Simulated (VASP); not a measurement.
# SnS3 (P4/mmm) in VASP: notebook, part 2 of 2

VASP 6.6.1. Earlier steps stand in the parts before.

## (4) Relaxation of cell and atoms, PBE

This run uses another cell than the first one, of 24.33 Å³/atom.

Contents of INCAR:

```
SYSTEM = SnS3
PREC = Accurate
ENCUT = 600
EDIFF = 1E-6
ISMEAR = 0
SIGMA = 0.1
LREAL = .False.
LASPH = .True.
NELM = 60
ALGO = Normal
ISIF = 3
LWAVE = .False.
LCHARG = .False.
GGA = PE
IBRION = 2
NSW = 90
EDIFFG = -0.04
```

Contents of KPOINTS:

```
Automatic mesh
0
Gamma
  6 6 4
  0 0 0
```

Contents of POSCAR:

```
SnS3
1.0
    3.6937693400      0.0000000000      0.0000000000
    0.0000000000      3.6937693400      0.0000000000
    0.0000000000      0.0000000000      7.1332129000
Sn S
1 3
Direct
    0.0000000000      0.0000000000      0.0000000000
    0.5000000000      0.5000000000      0.2365449100
    0.5000000000      0.5000000000      0.7634550900
    0.0000000000      0.0000000000      0.5000000000
```

Potentials or basis: VASP PAW PBE potentials, release 64 (Sn_d, S).

Started as:

```
$ cat potpaw_PBE.64/Sn_d/POTCAR potpaw_PBE.64/S/POTCAR > POTCAR
$ mpirun -np 1 vasp_std > vasp.out
```

OUTCAR:

```text
SYSTEM = SnS3
   PREC = Accurate
   ENCUT = 600
   EDIFF = 1E-6
   ISMEAR = 0
   LREAL = .False.
   LASPH = .True.
   NELM = 60
   ISIF = 3
   GGA = PE
   IBRION = 2
   NSW = 90
   EDIFFG = -0.04

 ion  position               nearest neighbor table
   1  0.000  0.000  0.000-   2 3.11   3 3.11   2 3.11   3 3.11   2 3.11   3 3.11   2 3.11   3 3.11

   2  0.500  0.500  0.237-   1 3.11   1 3.11   1 3.11   1 3.11
   3  0.500  0.500  0.763-   1 3.11   1 3.11   1 3.11   1 3.11
   4  0.000  0.000  0.500-

  LATTYP: Found a simple tetragonal cell.
 ALAT       =     3.6937693400
 C/A-ratio  =     1.9311473575

  Lattice vectors:

 A1 = (   3.6937693400,   0.0000000000,   0.0000000000)
 A2 = (   0.0000000000,   3.6937693400,   0.0000000000)
 A3 = (   0.0000000000,   0.0000000000,   7.1332129000)

Analysis of symmetry for initial positions (statically):
=====================================================================
 Subroutine PRICEL returns:
 Original cell was already a primitive cell.

 Routine SETGRP: Setting up the symmetry group for a
 simple tetragonal supercell.

 Subroutine GETGRP returns: Found 16 space group operations
 (whereof 16 operations were pure point group operations)
 out of a pool of 16 trial point group operations.

[... 164 lines left out ...]
  ext. energy  EPLUGINS =         0.00000000
  ---------------------------------------------------
  free energy    TOTEN  =       -13.17164810 eV

  energy without entropy =      -13.14107765  energy(sigma->0) =      -13.15636287

 E-fermi :   4.0104     XC(G=0):  -9.5771

 val. band max:        4.0058990527   @ k =   0.5000   0.3333   0.2500
 cond. band min:       4.0146276014   @ k =   0.5000   0.1667   0.0000
 fundamental gap:      0.0087285487
 Fermi energy:         4.0104437189

 k-point     1 :       0.0000    0.0000    0.0000
  band No.  band energies     occupation
      1     -17.3635      2.00000
      2     -17.3419      2.00000
      3     -17.3103      2.00000
      4     -17.3103      2.00000
      5     -17.2919      2.00000
      6      -9.1166      2.00000
[... 650 lines left out ...]
  FREE ENERGIE OF THE ION-ELECTRON SYSTEM (eV)
  ---------------------------------------------------
  free  energy   TOTEN  =       -13.9688556396 eV

  energy  without entropy=      -13.9522579363  energy(sigma->0) =      -13.96055679

[... ionic steps 4 to 8 ...]

--------------------------------------- Ionic step        9  -------------------------------------------

 number of electron      31.9999998 magnetization

------------------------ aborting loop because EDIFF is reached ----------------------------------------
[... 71 lines left out ...]
--------------------------------------- Ionic step       11  -------------------------------------------

 number of electron      31.9999995 magnetization

 Free energy of the ion-electron system (eV)
  ---------------------------------------------------
  ext. energy  EPLUGINS =         0.00000000
  ---------------------------------------------------
  free energy    TOTEN  =       -14.02003974 eV

  energy without entropy =      -14.00885233  energy(sigma->0) =      -14.01444603

 E-fermi :   7.3616     XC(G=0): -10.8246

 val. band max:        7.2909467235   @ k =   0.3333   0.1667   0.5000
 cond. band min:       7.3696718256   @ k =   0.5000   0.1667   0.5000
 fundamental gap:      0.0787251021
 Fermi energy:         7.3615924180

 k-point     1 :       0.0000    0.0000    0.0000
  band No.  band energies     occupation
      1     -14.3008      2.00000
      2     -14.2214      2.00000
      3     -14.1501      2.00000
      4     -14.1501      2.00000
      5     -14.1229      2.00000
      6      -7.8332      2.00000
[... 574 lines left out ...]
  FREE ENERGIE OF THE ION-ELECTRON SYSTEM (eV)
  ---------------------------------------------------
  free  energy   TOTEN  =       -14.0200397395 eV

  energy  without entropy=      -14.0088523257  energy(sigma->0) =      -14.01444603

 reached required accuracy - stopping structural energy minimisation
```

OSZICAR:

```text
N       E                     dE             d eps       ncg     rms          rms(c)
DAV:   1     0.282901669482E+03    0.28290E+03   -0.15767E+04  1204   0.192E+03
DAV:   2     0.196382493231E+02   -0.26326E+03   -0.25468E+03  1364   0.449E+02
DAV:   3    -0.115763459520E+02   -0.31215E+02   -0.29330E+02  1484   0.134E+02
DAV:   4    -0.134233829695E+02   -0.18470E+01   -0.17181E+01  1308   0.310E+01
[... 106 lines left out ...]
DAV:   4    -0.140200657065E+02    0.14698E-03   -0.46158E-04  1756   0.192E-01    0.413E-02
DAV:   5    -0.140200390478E+02    0.26659E-04   -0.91840E-05  1532   0.699E-02    0.206E-02
DAV:   6    -0.140200384838E+02    0.56401E-06   -0.12269E-05  1668   0.300E-02    0.904E-03
DAV:   7    -0.140200395334E+02   -0.10496E-05   -0.12871E-06   764   0.117E-02    0.290E-03
DAV:   8    -0.140200397395E+02   -0.20606E-06   -0.33417E-07   624   0.715E-03
  11 F= -.14020040E+02 E0= -.14014446E+02  d E =-.150561E-02
```

CONTCAR:

```text
SnS3
   1.00000000000000
     3.3518800300153342    0.0000000000000000   -0.0000000000000000
    -0.0000000000000000    3.3518800300153342    0.0000000000000000
    -0.0000000000000000    0.0000000000000000    6.6675445672903253
  Sn              S
     1     3
Direct
     0.0000000000000000    0.0000000000000000    0.0000000000000000
     0.5000000000000000    0.5000000000000000    0.2523594913844959
     0.5000000000000000    0.5000000000000000    0.7476405086155044
     0.0000000000000000    0.0000000000000000    0.5000000000000000

  0.00000000E+00  0.00000000E+00  0.00000000E+00
  0.00000000E+00  0.00000000E+00  0.00000000E+00
  0.00000000E+00  0.00000000E+00  0.00000000E+00
  0.00000000E+00  0.00000000E+00  0.00000000E+00
```

Wall time 6.3 min (1 thread of Intel Xeon Platinum 8488C (Sapphire Rapids), shared host); peak memory 0.27 GiB.

What came out:

| Item | Value |
| --- | --- |
| Free energy | -14.0200 eV |
| Relaxed volume | 18.73 Å³/atom |
| Relaxed cell | a = 3.352 Å, b = 3.352 Å, c = 6.668 Å, α = 90.00°, β = 90.00°, γ = 90.00° |
| Space group after relaxing (to 0.1 Å) | P4/mmm (No. 123) |
| Energy gained by relaxing | 212.1 meV/atom |
| Ionic steps | 11 |
| Pressure after relaxing | -0.1 GPa |
| Band gap on the k mesh | zero (bands 16 and 17 overlap by 3.82 eV) |

The path:
```
step  energy change (eV)  largest force (eV/Å)  pressure (GPa)  volume (Å³)
   1              0.0000                0.1959           -9.23        97.33
   2             -0.7751                0.2478           -2.35        78.88
   3             -0.7972                0.3667           -0.14        76.17
   4             -0.7971                0.3849            0.24        75.78
   5             -0.8165                0.3187            0.29        75.43
   6             -0.8257                0.2457            0.45        75.02
   7             -0.8367                0.1757           -0.30        75.63
   8             -0.8405                0.0764           -1.16        76.37
   9             -0.8456                0.0244           -0.79        75.77
  10             -0.8469                0.0225           -0.44        75.28
  11             -0.8484                0.0015           -0.09        74.91
```

Final structure:
```
CELL_PARAMETERS angstrom
3.35188 0.00000 0.00000
0.00000 3.35188 0.00000
0.00000 0.00000 6.66754
ATOMIC_POSITIONS crystal
Sn 0.00000 0.00000 0.00000
S 0.50000 0.50000 0.25236
S 0.50000 0.50000 0.74764
S 0.00000 0.00000 0.50000
```

Levels at points of the mesh, in eV from the Fermi level:
```csv
k point,band 13,band 14,band 15,band 16,band 17,band 18,band 19,band 20
"(0.00, 0.00, 0.00)",-0.89,-0.89,-0.82,-0.18,0.47,0.47,4.61,5.10
"(0.50, 0.00, 0.00)",-0.91,-0.84,-0.48,-0.39,-0.16,0.19,3.58,5.35
"(0.50, 0.50, 0.00)",-3.57,-3.57,-2.93,-2.59,-2.59,-0.34,3.45,3.50
"(0.00, 0.00, 0.50)",-2.44,-1.76,-1.76,1.23,1.23,1.82,3.34,5.42
"(0.50, 0.00, 0.50)",-2.89,-0.70,-0.63,-0.46,0.82,1.63,2.99,4.19
"(0.50, 0.50, 0.50)",-5.15,-2.22,-2.19,-1.28,-0.44,-0.44,1.33,1.58
```

Caveat: the volume moved by over 15 % at a fixed basis, so the end points are rough; spin-orbit coupling is left out, which moves the levels of the heavy elements.

## (5) Single point, PBE

This run uses another cell than the first one, of 18.76 Å³/atom.

Contents of INCAR:

```
ALGO = Normal
EDIFF = 1E-6
ENCUT = 520
GGA = PE
ISIF = 2
ISMEAR = 0
LASPH = T
LCHARG = F
LREAL = F
LWAVE = F
NBANDS = 24
NELM = 80
PREC = Accurate
SIGMA = 0.1
```

Contents of KPOINTS:

```
k-points
0
Gamma
  14 14 8
```

Contents of POSCAR:

```
SnS3
1.0
    3.3622579627      0.0000000000      0.0000000000
    0.0000000000      3.3622579627      0.0000000000
    0.0000000000      0.0000000000      6.6381663976
Sn S
1 3
Direct
    0.0000000000      0.0000000000      0.0000000000
    0.5000000000      0.5000000000      0.2503117107
    0.5000000000      0.5000000000      0.7496882893
    0.0000000000      0.0000000000      0.5000000000
```

Started as:

```
$ cat potpaw_PBE.64/Sn_d/POTCAR potpaw_PBE.64/S/POTCAR > POTCAR
$ mpirun -np 1 vasp_std > vasp.out
```

Wall time 3.9 min (1 thread of Intel Xeon Platinum 8488C (Sapphire Rapids), shared host); peak memory 0.39 GiB.

Results (log left out):

* Free energy: -13.9884 eV
* Pressure: -0.1 GPa
* Largest force: 0.009 eV/Å
* Band gap on the k mesh: zero (bands 16 and 17 overlap by 3.77 eV)

Forces in eV/Å, atoms in the order of the input:
```
Sn   0.000  0.000  0.000
S    0.000  0.000 -0.009
S    0.000  0.000  0.009
S    0.000  0.000  0.000
```

Levels at points of the mesh, in eV from the Fermi level:
| k point | band 14 | band 15 | band 16 | band 17 | band 18 | band 19 |
| --- | --- | --- | --- | --- | --- | --- |
| (0.00, 0.00, 0.00) | -0.86 | -0.76 | -0.15 | 0.48 | 0.48 | 4.64 |
| (0.50, 0.00, 0.00) | -0.73 | -0.42 | -0.37 | -0.04 | 0.25 | 3.66 |
| (0.50, 0.50, 0.00) | -3.50 | -2.88 | -2.51 | -2.51 | -0.25 | 3.59 |
| (0.00, 0.00, 0.50) | -1.77 | -1.77 | 1.26 | 1.26 | 1.85 | 3.37 |
| (0.50, 0.00, 0.50) | -0.68 | -0.63 | -0.40 | 0.88 | 1.67 | 3.05 |
| (0.50, 0.50, 0.50) | -2.18 | -2.10 | -1.18 | -0.38 | -0.38 | 1.39 |

Caveat: spin-orbit coupling is left out, which moves the levels of the heavy elements.

## (6) The runs side by side

```tsv
task	cell	k mesh	cutoff (eV)	gap on the mesh (eV)	pressure (GPa)	largest force (eV/Å)
single point	a = 3.347, b = 3.347, c = 6.682 Å, 4 atoms, atomic positions A	6 × 6 × 4	520	none	-0.1	-
single point	a = 3.694, b = 3.694, c = 7.133 Å, 4 atoms, atomic positions B	6 × 6 × 4	520	none	-9.3	0.20
relaxation of cell and atoms	relaxed from a = 3.694, b = 3.694, c = 7.133 Å, 4 atoms, atomic positions B	6 × 6 × 4	600	none	-0.1	-
single point	a = 3.362, b = 3.362, c = 6.638 Å, 4 atoms, atomic positions C	14 × 14 × 8	520	none	-0.1	0.01
```

Alike in all rows: level PBE; potentials or basis VASP PAW PBE potentials, release 64 (Sn_d, S); no spin polarisation; smearing gaussian 0.1 eV.

Caveats: spin-orbit coupling is left out, which moves the levels of the heavy elements; the cell stands under tension (at least some runs); the volume moved by over 15 % at a fixed basis, so the end points are rough (at least some runs).

Total energies depend on the potentials used, so only differences within one code and one set of settings carry meaning.

The gap in the log of VASP goes by the Fermi energy; the results here count the filled bands.